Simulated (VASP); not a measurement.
Crystal: ZnS.

```xyz
2
Lattice="0.0000 2.6133 2.6133 2.6133 0.0000 2.6133 2.6133 2.6133 0.0000" Properties=species:S:1:pos:R:3 pbc="T T T"
Zn    0.0000    0.0000    0.0000
S     1.3066    1.3066    1.3066
```

This cell differs from its parent crystal: strain -3.0%.

Base run:

```yaml
Program: VASP 6.6.1
Functional: r2SCAN
Potentials_or_basis: VASP PAW PBE potentials, release 64 (Zn, S)
Cutoff: 520 eV
k_mesh: 8 × 8 × 8
Occupations: gaussian, width 0.01 eV
Spin: no spin polarisation
```

Its results: band gap on the k mesh 3.16 eV, direct; pressure 8.9 GPa.

Q: The run is repeated on the same cell with these changes: functional from r2SCAN to HSE06; k mesh from 8 × 8 × 8 to 6 × 6 × 6. What comes out?

A: Band gap on the k mesh 3.81 eV, direct; pressure 10.7 GPa.

Several settings changed at once, so the effect can't be laid on one alone.

Caveats: the PAW data sets were made with another functional, which shifts forces and pressure a little.

A k mesh can miss the band edges.
